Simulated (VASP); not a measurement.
Input of a VASP 6.6.1 run:

The input INCAR:

```
SYSTEM = Al12HCl
ALGO = Normal ; EDIFF = 1E-6
ENCUT = 520 ; GGA = PS
ISIF = 2 ; ISMEAR = 0
LASPH = .TRUE. ; LCHARG = .FALSE.
LREAL = .FALSE. ; LWAVE = .FALSE.
NBANDS = 35 ; NELM = 60
PREC = Accurate ; SIGMA = 0.15
```

File KPOINTS:

```
k-points
0
G
  3 3 1
  0 0 0
```

The input POSCAR:

```
Al12HCl
1.0
    5.7275649651      0.0000000201      0.0000000000
    2.8637820000      4.9602170403      0.0000000000
    0.0000000000      0.0000000000     17.6765370000
Al Cl H
12 1 1
Direct
    0.1666666700      0.1666666700      0.0565721700
    0.6666666550      0.1666667000      0.0565721700
    0.1666667000      0.6666666550      0.0565721700
    0.6666666800      0.6666666800      0.0565721700
   -0.1679474019      0.3409812473      0.1834795267
    0.3335039797      0.3335039797      0.1910747443
   -0.1638379371      0.8361620629      0.1818056373
    0.3409812473      0.8320525981      0.1834795267
   -0.0056102403     -0.0056102403      0.3077329017
    0.4894012253     -0.0015522703      0.3171052104
   -0.0015522703      0.4894012253      0.3171052104
    0.5059034199      0.5059034199      0.3111911014
    0.2421046559      0.2421046559      0.4301811816
    0.8334609920     -0.1665390080      0.3624406560
```

Potentials or basis: VASP PAW PBE potentials, release 64 (Al, Cl, H).

The run is started by

```bash
$ cat potpaw_PBE.64/Al/POTCAR potpaw_PBE.64/Cl/POTCAR potpaw_PBE.64/H/POTCAR > POTCAR
$ mpirun -np 1 vasp_std > vasp.out
```

Q: Estimate the largest force.

A: 0.299 eV/Å.

Q: Estimate the band gap on the k mesh.

A: Zero (bands 22 and 23 overlap by 0.18 eV).

Forces on the atoms (eV/Å):
```
Al  -0.051 -0.030  0.220
Al   0.039 -0.227 -0.013
Al  -0.177  0.148 -0.013
Al   0.195  0.113 -0.196
Al   0.001 -0.010  0.006
Al  -0.001 -0.001 -0.020
Al   0.008  0.005 -0.024
Al  -0.008  0.006  0.006
Al  -0.008 -0.004  0.010
Al   0.015  0.002  0.017
Al   0.009  0.012  0.017
Al  -0.019 -0.011  0.007
Cl   0.004  0.002 -0.011
H   -0.009 -0.005 -0.005
```

Caveat: the k points lie up to 0.42 Å⁻¹ apart; there is no dipole correction, which matters where the two faces differ; the PAW data sets were made with another functional, which shifts forces and pressure a little.
